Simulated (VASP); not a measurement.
Wanted: the native input for a VASP 6.6.1 run.

```yaml
Task: single point
Functional: PBEsol
Dispersion: D4
Potentials_or_basis: VASP PAW PBE potentials, release 64 (Sn_d, O)
Cutoff: 520 eV
k_mesh: 4 × 4 × 6
Occupations: gaussian, width 0.02 eV
Spin: no spin polarisation
Dipole_correction: no
Further_INCAR_settings: ALGO = Normal; EDIFF = 1e-06; NBANDS = 35
```

The structure of SnO2 lies in POSCAR:

```
SnO2
1.0
    4.7082039333      0.0000000000      0.0000000000
    0.0000000000      4.7854723000      0.0000000000
    0.0000000000      0.0000000000      3.3516899741
Sn O
2 4
Direct
    0.5000000000      0.5000000000      0.5000000000
    0.0000000000      0.0000000000      0.0000000000
    0.2918550000      0.3210420000      0.0000000000
    0.7918550000      0.1789580000      0.5000000000
    0.2081450000      0.8210420000      0.5000000000
    0.7081450000      0.6789580000      0.0000000000
```

One way to write it, as run:

INCAR

```
SYSTEM = SnO2
PREC = Accurate
ENCUT = 520
EDIFF = 1E-6
ISMEAR = 0
SIGMA = 0.02
LREAL = .False.
LASPH = .True.
NELM = 60
ALGO = Normal
ISIF = 2
LWAVE = .False.
LCHARG = .False.
GGA = PS
IVDW = 13
NBANDS = 35
```

KPOINTS

```
regular mesh
0
Gamma
  4 4 6
  0 0 0
```

Potentials or basis: VASP PAW PBE potentials, release 64 (Sn_d, O).

Command:

```console
$ cat potpaw_PBE.64/Sn_d/POTCAR potpaw_PBE.64/O/POTCAR > POTCAR
$ mpirun -np 1 vasp_std > vasp.out
```

Results of the run:

```yaml
Pressure: -9.0 GPa
Largest_force: 0.168 eV/Å
Band_gap_on_the_k_mesh: 0.61 eV
Dispersion_energy_per_atom: -0.146 eV
```

Caveat: the cell stands under tension; the PAW data sets were made with another functional, which shifts forces and pressure a little; spin-orbit coupling is left out, which moves the levels of the heavy elements.

It took 57 s on 1 thread of AMD EPYC 9R45 (Zen 5), on a shared host, peak memory 0.19 GiB.
